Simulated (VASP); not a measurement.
## PbI2: relaxation of cell and atoms with LDA

Crystal: PbI2.

```
CELL_PARAMETERS angstrom
4.67855 0.00000 0.00000
-2.33927 4.05174 0.00000
0.00000 0.00000 7.69038
ATOMIC_POSITIONS crystal
Pb 0.00000 0.00000 0.00000
I 0.33333 0.66667 0.24128
I 0.66667 0.33333 0.75872
```

```json
{"Program": "VASP 6.6.1", "Task": "relaxation of cell and atoms", "Functional": "LDA", "Potentials or basis": "VASP PAW LDA potentials, release 64 (Pb_d, I)", "Cutoff": "500 eV", "k mesh": "6 × 6 × 4", "Occupations": "gaussian, width 0.02 eV", "Spin": "no spin polarisation", "Dipole correction": "no", "Further INCAR settings": "ALGO = Normal; EDIFF = 1e-07; IBRION = 2; EDIFFG = -0.005; NSW = 70; ISIF = 3"}
```

```json
{
 "Relaxed volume": "39.14 Å³/atom",
 "Relaxed cell": "a = 4.469 Å, b = 4.469 Å, c = 6.790 Å, α = 90.00°, β = 90.00°, γ = 120.00°",
 "Space group after relaxing (to 0.1 Å)": "P-3m1 (No. 164)",
 "Energy gained by relaxing": "57.3 meV/atom",
 "Ionic steps": "21",
 "Pressure after relaxing": "0.0 GPa",
 "Largest force after relaxing": "0.004 eV/Å",
 "Band gap on the k mesh": "1.89 eV"
}
```

Forces in eV/Å, atoms in the order of the input:
```
Pb   0.000  0.000  0.000
I    0.000  0.000 -0.004
I    0.000  0.000  0.004
```

Step by step:
```
step  energy change (eV)  largest force (eV/Å)  pressure (GPa)  volume (Å³)
   1              0.0000                0.3019           -2.16       145.78
   2             -0.0961                0.2416            0.13       132.37
   3             -0.0967                0.1980           -0.07       133.27
   4             -0.1006                0.1896           -0.06       132.65
   5             -0.1110                0.1639           -0.06       130.79
   6             -0.1251                0.1068           -0.05       127.12
   7             -0.1219                0.0382            0.02       119.95
   8             -0.1294                0.0529           -0.03       124.12
   9             -0.1356                0.0520           -0.02       123.13
  10             -0.1524                0.0445            0.05       120.17
  11             -0.1648                0.0187            0.50       114.21
  12             -0.1658                0.0141            0.33       115.92
  13             -0.1672                0.1218           -0.49       118.54
  14             -0.1689                0.0659           -0.16       117.43
  15             -0.1716                0.0299           -0.05       117.26
  16             -0.1718                0.0184           -0.01       117.19
  17             -0.1718                0.0173           -0.01       117.19
  18             -0.1719                0.0079            0.03       117.13
  19             -0.1719                0.0047            0.04       117.12
  20             -0.1719                0.0045            0.03       117.19
  21             -0.1719                0.0037            0.00       117.43
```

Final structure:
```
Pb I
1.0
     4.46887    0.00000    0.00000
    -2.23444    3.87016    0.00000
     0.00000    0.00000    6.78974
Pb I
1 2
Direct
  0.00000 0.00000 0.00000
  0.33333 0.66667 0.27507
  0.66667 0.33333 0.72493
```

Levels at points of the mesh, in eV from the valence-band top:
```tsv
k point	band 12	band 13	band 14	band 15	band 16	band 17
(0.00, 0.00, 0.00)	-1.18	-1.18	-0.93	2.23	3.15	3.15
(0.50, 0.00, 0.00)	-2.11	-0.95	-0.47	2.48	3.33	4.48
(0.00, 0.00, 0.50)	-0.91	-0.91	0.00	1.89	2.89	2.89
(0.50, 0.00, 0.50)	-1.77	-1.49	-0.85	2.81	3.41	3.96
```

It took 24 min on 1 thread of Intel Xeon 8259CL, with other jobs on the host, peak memory 0.25 GiB.

Caveat: the volume moved by over 15 % at a fixed basis, so the end points are rough; spin-orbit coupling is left out, which moves the levels of the heavy elements. Zero-point motion and thermal expansion aren't in these numbers.
